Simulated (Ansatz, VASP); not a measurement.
## One calculation of InP, two programs

```xyz
2
Lattice="0.0000 2.9393 2.9393 2.9393 0.0000 2.9393 2.9393 2.9393 0.0000" Properties=species:S:1:pos:R:3 pbc="T T T"
In    0.0000    0.0000    0.0000
P     1.4696    1.4696    1.4696
```

Alike in both runs: functional PBEsol; k mesh 10 × 10 × 10; occupations gaussian, width 0.02 eV; no spin polarisation.

Ansatz relaxed the structure, and its values are those at the end. VASP's run is a single point on that final structure, the one shown.

```csv
,VASP,Ansatz
version,VASP 6.6.1,Ansatz 0.2.0
potentials or method,"VASP PAW PBE potentials, release 64 (In_d, P), cutoff 500 eV","scalar-relativistic, plane waves, PAW"
valence electrons in the cell,18,18
```

|  | VASP | Ansatz | Ansatz less VASP |
| --- | --- | --- | --- |
| gap on the k mesh at the Fermi level (eV) | 0.57 | 0.57 | +0.002 |
| least direct gap on the mesh (eV) | 0.57 | 0.57 | +0.002 |
| pressure (GPa) | 0.0 | 0.0 | +0.01 |

VASP's potentials were made for PBE, not for PBEsol. The functional is the same, so the differences come from potentials, cutoffs and numerics.
